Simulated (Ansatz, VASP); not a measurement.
**Zn3Se2S in VASP and in Ansatz**

```
Zn Se S
1.0
     3.98002    0.00000    0.00000
    -1.99001    3.44679    0.00000
     0.00000    0.00000   19.60886
Zn Se S
6 4 2
Direct
  0.33333 0.66667 0.99705
  0.33333 0.66667 0.34000
  0.33333 0.66667 0.66851
  0.66667 0.33333 0.16851
  0.66667 0.33333 0.49705
  0.66667 0.33333 0.84000
  0.33333 0.66667 0.12402
  0.33333 0.66667 0.79503
  0.66667 0.33333 0.29503
  0.66667 0.33333 0.62401
  0.33333 0.66667 0.46039
  0.66667 0.33333 0.96039
```

Alike in both runs: task single point; functional PBE; k mesh 12 × 12 × 2; occupations gaussian, width 0.02 eV; no spin polarisation.

|  | VASP | Ansatz |
| --- | --- | --- |
| version | VASP 6.6.1 | Ansatz 0.2.0 |
| potentials or method | VASP PAW PBE potentials, release 64 (Zn, Se, S), cutoff 520 eV | scalar-relativistic, plane waves, PAW |
| valence electrons in the cell | 108 | 148 |

|  | VASP | Ansatz | Ansatz less VASP |
| --- | --- | --- | --- |
| gap on the k mesh at the Fermi level (eV) | 1.30 | 1.30 | +0.001 |
| least direct gap on the mesh (eV) | 1.30 | 1.30 | +0.001 |
| pressure (GPa) | 0.2 | 0.0 | -0.22 |

With one functional, cell and mesh, what is left measures potentials, basis and numerics. VASP's potentials hold 108 valence electrons a cell and Ansatz's 148, so a difference there can come from the potentials and not from the codes.
